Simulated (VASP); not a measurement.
Set up this calculation in VASP 6.6.1, as the native input.

| Quantity | Value |
| --- | --- |
| Task | single point |
| Functional | PBE |
| Dispersion | D3(BJ) |
| Potentials or basis | VASP PAW PBE potentials, release 64 (Ir) |
| Cutoff | 520 eV |
| k mesh | 4 × 4 × 1 |
| Occupations | gaussian, width 0.1 eV |
| Spin | no spin polarisation |
| Dipole correction | yes |
| Further INCAR settings | LREAL = Auto; ALGO = Normal; EDIFF = 1e-06; NBANDS = 86 |

The structure of Ir lies in POSCAR:

```
Ir
1.0
    5.4313155574      0.0000000000      0.0000000000
    0.0000000000      5.4313155574      0.0000000000
    0.0000000000      0.0000000000     26.2357800921
Ir
16
Direct
    0.2500000000      0.2500000000      0.3049270870
    0.2500000000      0.7500000000      0.3049270870
    0.7500000000      0.2500000000      0.3049270870
    0.7500000000      0.7500000000      0.3049270870
    0.5000000000      0.5000000000      0.3781194992
    0.5000000000      0.0000000000      0.3781194992
    0.0000000000      0.5000000000      0.3781194992
    0.0000000000      0.0000000000      0.3781194992
    0.7500000000      0.7500000000      0.4521938284
    0.7500000000      0.2500000000      0.4521175991
    0.2500000000      0.7500000000      0.4521175991
    0.2500000000      0.2500000000      0.4520321426
    0.0002921322      0.0002921322      0.5225418736
    0.0002921322      0.4997078678      0.5225418736
    0.4997078678      0.0002921322      0.5225418736
    0.4997078678      0.4997078678      0.5225418736
```

The input as run:

INCAR

```
SYSTEM = Ir
ALGO = Normal
DIPOL = 0.5 0.5 0.414
EDIFF = 1E-6
ENCUT = 520
GGA = PE
IDIPOL = 3
ISIF = 2
ISMEAR = 0
IVDW = 12
LASPH = .True.
LCHARG = .False.
LDIPOL = .True.
LREAL = Auto
LWAVE = .False.
NBANDS = 86
NELM = 80
PREC = Accurate
SIGMA = 0.1
```

KPOINTS

```
k-points
0
Gamma
  4 4 1
  0 0 0
```

Potentials or basis: VASP PAW PBE potentials, release 64 (Ir).

Run with:

```sh
$ cat potpaw_PBE.64/Ir/POTCAR > POTCAR
$ mpirun -np 1 vasp_std > vasp.out
```

It gave:

The largest force is 0.723 eV/Å and the band gap on the k mesh is zero (bands 72 and 73 overlap by 0.84 eV). The dispersion energy per atom is -0.510 eV.

Caveat: spin-orbit coupling is left out, which moves the levels of the heavy elements.

Wall time 35 min on 1 thread of Intel Xeon 8259CL, with other jobs on the host, peak memory 0.77 GiB.
